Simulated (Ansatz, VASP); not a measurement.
## NiSb: VASP beside Ansatz

Contents of INCAR:

```
PREC = Accurate ; ENCUT = 520
EDIFF = 1E-6 ; ISMEAR = -1
SIGMA = 0.05 ; LREAL = F
LASPH = T ; NELM = 150
ALGO = Normal ; ISIF = 2
LWAVE = F ; LCHARG = F
ISPIN = 2 ; MAGMOM = 0 0 1 1
LORBIT = 11 ; LMAXMIX = 4
GGA = PE ; NBANDS = 27
```

Contents of KPOINTS:

```
Automatic mesh
0
Gamma
  8 8 5
```

Contents of POSCAR:

```
NiSb
1.0
    4.0050391665      0.0000000000      0.0000000000
   -2.0025195832      3.4684656614      0.0000000000
    0.0000000000      0.0000000000      5.2204176508
Sb Ni
2 2
Direct
    0.6666666667      0.3333333333      0.7500000000
    0.3333333333      0.6666666667      0.2500000000
    0.0000000000      0.0000000000      0.5000000000
    0.0000000000      0.0000000000      0.0000000000
```

Contents of input.yaml:

```yaml
crystal:
  lattice:
    - [4.0050391665, 0.0, 0.0]
    - [-2.0025195832, 3.4684656614, 0.0]
    - [0.0, 0.0, 5.2204176508]
  atoms:
    - { symbol: Sb, position: [0.6666666667, 0.3333333333, 0.75] }
    - { symbol: Sb, position: [0.3333333333, 0.6666666667, 0.25] }
    - { symbol: Ni, position: [0.0, 0.0, 0.5], spin: 1.0 }
    - { symbol: Ni, position: [0.0, 0.0, 0.0], spin: 1.0 }
kpoints:
  mp_grid: { grid: [8, 8, 5] }
scf:
  occupations: { method: fermi_dirac, width: 0.05 }
hamiltonian:
  xc: pbe
  pseudopotentials: { kind: all_electron, lapw: { basis_error: 0.001 } }
magnetization:
  spin_polarized: true
output:
  forces: true
  stress: true
  eigenvalues: true
```

Change from the starting cell: volume scaled by 1.06.

Alike in both runs: task single point; functional PBE; k mesh 8 × 8 × 5; occupations fermi-dirac, width 0.05 eV; collinear spin.

|  | VASP | Ansatz |
| --- | --- | --- |
| version | VASP 6.6.1 | Ansatz 0.2.0 |
| potentials or method | VASP PAW PBE potentials, release 64 (Sb, Ni), cutoff 520 eV | all-electron LAPW, scalar-relativistic |

|  | VASP | Ansatz | Ansatz less VASP |
| --- | --- | --- | --- |
| gap on the k mesh at the Fermi level (eV) | none | none | - |
| pressure (GPa) | -2.8 | -2.8 | -0.01 |
| traceless stress, the component that is largest in VASP (GPa) | -0.24 | -0.35 | -0.110 |
| net moment per atom (μB) | 0.00 | 0.00 | 0.000 |

A gap of «none» marks a metal or a gap that the smearing closes. Ansatz ran all-electron here, and VASP with PAW potentials.

Spin-orbit coupling is off throughout.
